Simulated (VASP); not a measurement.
# Ba4Ti4O11 (a cell with a defect) in VASP: single point with PBE

Aim: the single point of Ba4Ti4O11 (a cell with a defect) with PBE.

Program: VASP 6.6.1. These are calculated values, not measurements. Logs are shortened: lines on timing, memory, paths and dates and some standing lists are left out, and cuts for length are marked.

## 1. The cell of the first run

The cell holds a defect, 19 atoms: a = 6.939 Å, b = 6.939 Å, c = 6.939 Å, α = 109.47°, β = 109.47°, γ = 109.47°.

## 2. Single point, PBE, collinear spin (atoms taken out, then relaxed in part)

Contents of INCAR:

```
SYSTEM = Ba4Ti4O11
PREC = Accurate
ENCUT = 520
EDIFF = 1E-6
ISMEAR = -1
SIGMA = 0.01
LREAL = Auto
LASPH = .True.
NELM = 150
ALGO = Normal
ISIF = 2
LWAVE = .False.
LCHARG = .False.
ISPIN = 2
MAGMOM = 0 0 0 0 0.5 0 0 0.5 0 0 0 0 0 0 0 0 0 0 0
LORBIT = 11
LMAXMIX = 4
GGA = PE
NBANDS = 96
NELECT = 153.0
```

Contents of KPOINTS:

```
regular mesh
0
Gamma
  3 3 3
  0 0 0
```

Contents of POSCAR:

```
Ba4Ti4O11
1.0
   -4.0060000000      4.0060000000      4.0060000000
    4.0060000000     -4.0060000000      4.0060000000
    4.0060000000      4.0060000000     -4.0060000000
Ba Ti O
4 4 11
Direct
    0.5013081538      0.5002163477      0.5008978114
    0.0006814637     -0.0004103424      0.5008978114
    0.0006104925      0.5017023660      0.0014589202
    0.4997565543      0.0008484278      0.0014589202
    0.0026232752     -0.0170928143     -0.0144695391
    0.4964482656      0.5006540192     -0.0028977151
    0.5050242149      0.0006143410      0.5056385559
   -0.0014499635      0.5182537192      0.5168037557
    0.5005431279      0.7505004287      0.2510435566
    0.5007214939      0.2504772758      0.7511987696
    0.0005280961      0.7505512204      0.7510793164
    0.2426665455      0.0099477888      0.2526143343
    0.7582237798      0.4913081557      0.2495319356
    0.7542121195      0.0084513842      0.7626635037
    0.2467827882      0.4926103629      0.7393931511
    0.2439661878      0.2533946709      0.0087657533
    0.7553710824      0.7647995655      0.0087657533
    0.7569655531      0.2475609334      0.4931684183
    0.2456074849      0.7362028652      0.4931684183
```

Potentials or basis: VASP PAW PBE potentials, release 64 (Ba_sv, Ti_sv, O).

Started as:

```console
> cat potpaw_PBE.64/Ba_sv/POTCAR potpaw_PBE.64/Ti_sv/POTCAR potpaw_PBE.64/O/POTCAR > POTCAR
> mpirun -np 1 vasp_std > vasp.out
```

OUTCAR:

```text
SYSTEM = Ba4Ti4O11
   PREC = Accurate
   ENCUT = 520
   EDIFF = 1E-6
   ISMEAR = -1
   LREAL = Auto
   LASPH = .True.
   NELM = 150
   ISIF = 2
   ISPIN = 2
   LORBIT = 11
   GGA = PE
   NELECT = 153.0

 ion  position               nearest neighbor table
   1  0.501  0.500  0.501-  12 2.78  19 2.79  16 2.79  15 2.79  11 2.83  10 2.83   9 2.83  17 2.88
                            14 2.88  18 2.88  13 2.88   8 3.37   5 3.40   7 3.45   6 3.45   6 3.49
   2  0.001  1.000  0.501-  12 2.78  18 2.79  17 2.79  15 2.79  11 2.83  10 2.83   9 2.83  16 2.88
                            14 2.88  19 2.88  13 2.88   8 3.37   5 3.40   7 3.45   6 3.45   6 3.49
   3  0.001  0.502  0.001-  13 2.78  16 2.79  19 2.79  14 2.79  11 2.83  10 2.83   9 2.83  15 2.88
                            12 2.88  17 2.88  18 2.88   5 3.37   8 3.40   7 3.45   6 3.45   6 3.49
   4  0.500  0.001  0.001-  13 2.78  17 2.79  18 2.79  14 2.79  11 2.83  10 2.83   9 2.83  15 2.88
                            12 2.88  16 2.88  19 2.88   5 3.37   8 3.40   7 3.45   6 3.45   6 3.49
   5  0.003  0.983  0.986-  11 1.86  12 1.94  17 1.97  16 1.97  14 2.00   3 3.37   4 3.37   2 3.40
                             1 3.40   1 3.54   2 3.54   4 3.57   3 3.57
   6  0.496  0.501  0.997-  15 2.00   9 2.00  10 2.00  16 2.05  17 2.05  13 2.10   3 3.45   4 3.45
                             2 3.45   1 3.45   1 3.49   2 3.49   4 3.49   3 3.49
   7  0.505  0.001  0.506-  14 2.00  10 2.00   9 2.00  18 2.05  19 2.05  12 2.10   4 3.45   3 3.45
                             2 3.45   1 3.45   1 3.49   2 3.49   3 3.49   4 3.49
   8  0.999  0.518  0.517-  11 1.86  13 1.94  18 1.97  19 1.97  15 2.00   2 3.37   1 3.37   3 3.40
                             4 3.40   4 3.54   3 3.54   2 3.57   1 3.57
   9  0.501  0.751  0.251-   6 2.00   7 2.00   3 2.83   4 2.83   2 2.83   1 2.83
  10  0.501  0.250  0.751-   7 2.00   6 2.00   3 2.83   4 2.83   1 2.83   2 2.83
  11  0.001  0.751  0.751-   8 1.86   5 1.86   2 2.83   1 2.83   3 2.83   4 2.83
  12  0.243  0.010  0.253-   5 1.94   7 2.10   1 2.78   2 2.78   3 2.88   4 2.88
  13  0.758  0.491  0.250-   8 1.94   6 2.10   4 2.78   3 2.78   1 2.88   2 2.88
  14  0.754  0.008  0.763-   7 2.00   5 2.00   4 2.79   3 2.79   2 2.88   1 2.88
  15  0.247  0.493  0.739-   8 2.00   6 2.00   1 2.79   2 2.79   3 2.88   4 2.88
  16  0.244  0.253  0.009-   5 1.97   6 2.05   3 2.79   1 2.79   2 2.88   4 2.88
  17  0.755  0.765  0.009-   5 1.97   6 2.05   4 2.79   2 2.79   1 2.88   3 2.88
  18  0.757  0.248  0.493-   8 1.97   7 2.05   2 2.79   4 2.79   1 2.88   3 2.88
  19  0.246  0.736  0.493-   8 1.97   7 2.05   1 2.79   3 2.79   2 2.88   4 2.88

  LATTYP: Found a body centered cubic cell.
 ALAT       =     8.0120000000

  Lattice vectors:

 A1 = (  -4.0060000000,   4.0060000000,   4.0060000000)
 A2 = (   4.0060000000,  -4.0060000000,   4.0060000000)
 A3 = (   4.0060000000,   4.0060000000,  -4.0060000000)

Analysis of symmetry for initial positions (statically):
=====================================================================
 Subroutine PRICEL returns:
 Original cell was already a primitive cell.

 Routine SETGRP: Setting up the symmetry group for a
 body centered cubic supercell.

 Subroutine GETGRP returns: Found  2 space group operations
[... 209 lines left out ...]
 k-point     1 :       0.0000    0.0000    0.0000
  band No.  band energies     occupation
      1     -52.7061      1.00000
      2     -52.7047      1.00000
      3     -52.5486      1.00000
      4     -52.5457      1.00000
      5     -29.0239      1.00000
      6     -28.9660      1.00000
[... 899 lines left out ...]
     87       7.7195      0.00000
     88       7.8766      0.00000
 Fermi energy:         5.9220055763

 spin component 2

 k-point     1 :       0.0000    0.0000    0.0000
  band No.  band energies     occupation
      1     -52.7070      1.00000
      2     -52.7056      1.00000
      3     -52.6189      1.00000
      4     -52.6161      1.00000
      5     -29.1335      1.00000
      6     -29.0591      1.00000
[... 899 lines left out ...]
     87       7.7009      0.00000
     88       7.8525      0.00000
 [bands above 88 left out]

------------------------ aborting loop because EDIFF is reached ----------------------------------------

  FORCE on cell =-STRESS in cart. coord.  units (eV):
  Direction    XX          YY          ZZ          XY          YZ          ZX
  --------------------------------------------------------------------------------------
  -------------------------------------------------------------------------------------
  Total        0.8577280     -2.3298264     -2.6812548     -0.0557327      0.0000000      0.0000000
  in kB        5.3440107    -14.5158117    -16.7053604     -0.3472382      0.0000000      0.0000000
  external PRESSURE =      -8.6257205 kB  Pullay stress =       0.0000000 kB

 VOLUME and BASIS-vectors are now :
 -----------------------------------------------------------------------------
  energy-cutoff  :      520.00
  volume of cell :      257.15
      direct lattice vectors                 reciprocal lattice vectors
    -4.006000000  4.006000000  4.006000000     0.000000000  0.124812781  0.124812781
     4.006000000 -4.006000000  4.006000000     0.124812781  0.000000000  0.124812781
     4.006000000  4.006000000 -4.006000000     0.124812781  0.124812781  0.000000000

 POSITION                                       TOTAL-FORCE (eV/Angst)
 -----------------------------------------------------------------------------------
      2.00222      2.01097      2.00551        -0.008023     -0.000436      0.001076
      6.00822     -1.99503      2.00049        -0.008023     -0.000436     -0.001076
      2.01322     -2.00153      2.00642         0.004089      0.001081     -0.000277
     -1.99278      2.00447      1.99958         0.004089      0.001081      0.000277
      7.87505      0.02102      0.00000         0.067619      0.015535     -0.000000
      4.01124      3.97754     -0.00000         0.000187      0.013236      0.000000
[... 11 lines left out ...]
     -0.06504      4.01631      2.04850         0.017844      0.007097     -0.004095
      3.94096      0.01031      1.95750         0.017844      0.007097      0.004095
 -----------------------------------------------------------------------------------
    total drift:                                0.026589      0.008453      0.000001

  FREE ENERGIE OF THE ION-ELECTRON SYSTEM (eV)
  ---------------------------------------------------
  free  energy   TOTEN  =      -155.6144840858 eV

  energy  without entropy=     -155.6143912989  energy(sigma->0) =     -155.61443769

 total charge

# of ion       s       p       d       tot
------------------------------------------
    1        2.006   5.640   0.318   7.964
    2        2.006   5.640   0.318   7.964
    3        2.006   5.640   0.318   7.964
    4        2.006   5.640   0.318   7.964
    5        2.218   6.263   1.822  10.303
    6        2.193   6.234   1.676  10.103
[... 11 lines left out ...]
   18        1.563   3.449   0.000   5.012
   19        1.563   3.449   0.000   5.012
--------------------------------------------------
tot         34.053  85.542   8.267 127.863

 magnetization (x)

# of ion       s       p       d       tot
------------------------------------------
    1       -0.000  -0.001  -0.004  -0.006
    2       -0.000  -0.001  -0.004  -0.006
    3       -0.000  -0.001  -0.004  -0.006
    4       -0.000  -0.001  -0.004  -0.006
    5       -0.004  -0.004  -0.065  -0.072
    6        0.000   0.000  -0.001  -0.001
[... 11 lines left out ...]
   18        0.000   0.000   0.000   0.000
   19        0.000   0.000   0.000   0.000
--------------------------------------------------
tot         -0.013  -0.009  -0.148  -0.170
```

OSZICAR:

```text
N       E                     dE             d eps       ncg     rms          rms(c)
DAV:   1     0.202601228153E+04    0.20260E+04   -0.73753E+04  3848   0.172E+03
DAV:   2     0.181573584064E+03   -0.18444E+04   -0.17314E+04  4016   0.501E+02
DAV:   3    -0.170902290854E+03   -0.35248E+03   -0.34483E+03  4896   0.207E+02
[... 11 lines left out ...]
DAV:  15    -0.155614460879E+03   -0.39923E-04   -0.23952E-04  5528   0.925E-02    0.445E-02
DAV:  16    -0.155614472965E+03   -0.12087E-04   -0.70285E-05  5544   0.582E-02    0.216E-02
DAV:  17    -0.155614481836E+03   -0.88711E-05   -0.25588E-05  4960   0.271E-02    0.112E-02
DAV:  18    -0.155614483674E+03   -0.18380E-05   -0.46413E-06  3992   0.134E-02    0.483E-03
DAV:  19    -0.155614484086E+03   -0.41134E-06   -0.10878E-06  2720   0.790E-03
   1 F= -.15561448E+03 E0= -.15561444E+03  d E =-.927869E-04  mag=    -0.3338
```

stdout:

```text
POSCAR found type information on POSCAR BaTiO
 POSCAR found :  3 types and      19 ions
 scaLAPACK will be used
 LDA part: xc-table for (Slater+PW92), standard interpolation
 POSCAR, INCAR and KPOINTS ok, starting setup
 FFT: planning ... GRIDC
 FFT: planning ... GRID_SOFT
 FFT: planning ... GRID
 WAVECAR not read
 entering main loop
 the old and the new charge density differ
 old charge density:   154.00000 new  153.00000
    0.459E+01
```

Wall time 48 min (1 thread of Oxide Virtual Turin-like, shared host); peak memory 0.68 GiB.

What came out:

```yaml
Free_energy: -155.6145 eV
Largest_force: 0.069 eV/Å
Net_moment: -0.33 μB per cell
Site_moments: Ba -0.01; Ti -0.07, -0.00 (each value once); O -0.00, +0.00 (each value once) μB
Valence_electrons_inside_the_program's_atomic_spheres: Ba 7.96; Ti 10.30, 10.10 (each value once); O 5.01, 5.07 (each value once)
```

Forces on the atoms (eV/Å):
```
Ba  -0.008  0.000  0.001
Ba  -0.008  0.000 -0.001
Ba   0.004  0.001  0.000
Ba   0.004  0.001  0.000
Ti   0.068  0.016  0.000
Ti   0.000  0.013  0.000
Ti  -0.002 -0.033  0.000
Ti  -0.066 -0.006  0.000
O   -0.002  0.003  0.000
O    0.001 -0.004  0.000
O    0.001  0.003  0.000
O   -0.026  0.020  0.000
O    0.026 -0.016  0.000
O    0.004  0.003  0.000
O   -0.001 -0.006  0.000
O   -0.014 -0.003  0.012
O   -0.014 -0.003 -0.012
O    0.018  0.007 -0.004
O    0.018  0.007  0.004
```

Caveat: the k points lie up to 0.37 Å⁻¹ apart; the cell carries a net charge on a neutralising background, which shifts energy and pressure; the cell differs from its parent crystal (atoms taken out, then relaxed in part); the cell is charged against a uniform background, so pressure and absolute levels hang on convention.
